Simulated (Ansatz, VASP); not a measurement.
WC in VASP and in Ansatz

Contents of INCAR:

```
PREC     = Accurate       # precision mode
ENCUT    = 520            # plane-wave cutoff, eV
EDIFF    = 1E-7           # SCF threshold, eV
ISMEAR   = 1              # smearing method
SIGMA    = 0.1            # smearing width, eV
LREAL    = F              # projectors in reciprocal space
LASPH    = T              # aspherical terms in the spheres
NELM     = 100            # most SCF steps
ALGO     = Normal         # electronic algorithm
ISIF     = 2              # what is computed and relaxed
LWAVE    = F              # write WAVECAR
LCHARG   = T              # write CHGCAR
GGA      = PS             # functional
LELF     = T              # ELF
LVHAR    = T            
NBANDS   = 16             # bands
```

The input KPOINTS:

```
Automatic mesh
0
Gamma
  11 11 11
```

File POSCAR:

```
WC
1.0
    0.0000000000      2.1779635834      2.1779635834
    2.1779635834      0.0000000000      2.1779635834
    2.1779635834      2.1779635834      0.0000000000
W C
1 1
Direct
    0.0000000000      0.0000000000      0.0000000000
    0.5000000000      0.5000000000      0.5000000000
```

Input for Ansatz:

```yaml
crystal:
  lattice:
    - [0.0, 2.1779635834314552, 2.1779635834314552]
    - [2.1779635834314552, 0.0, 2.1779635834314552]
    - [2.1779635834314552, 2.1779635834314552, 0.0]
  atoms:
    - { symbol: W, position: [0.0, 0.0, 0.0] }
    - { symbol: C, position: [0.5, 0.5, 0.5] }
basis:
  ecutwfc: 500.0
kpoints:
  mp_grid:
    grid: [11, 11, 11]
hamiltonian:
  xc: pbesol
scf:
  occupations:
    method: methfessel_paxton
output:
  stress: true
```

Alike in both runs: task single point; functional PBEsol; k mesh 11 × 11 × 11; no spin polarisation.

|  | VASP | Ansatz |
| --- | --- | --- |
| version | VASP 6.6.1 | Ansatz 0.2.0 |
| potentials or method | VASP PAW PBE potentials, release 64 (W_sv, C), cutoff 520 eV | plane waves, PAW |
| occupations | methfessel-paxton of order 1, width 0.1 eV | methfessel-paxton of order 1 |
| valence electrons in the cell | 18 | 18 |

VASP gave:

- pressure (GPa): -1.6

Problem. Estimate Ansatz's values.

Solution. Pressure (GPa): -2.8.

VASP's potentials were made for PBE, not for PBEsol.

Spin-orbit coupling is off throughout.
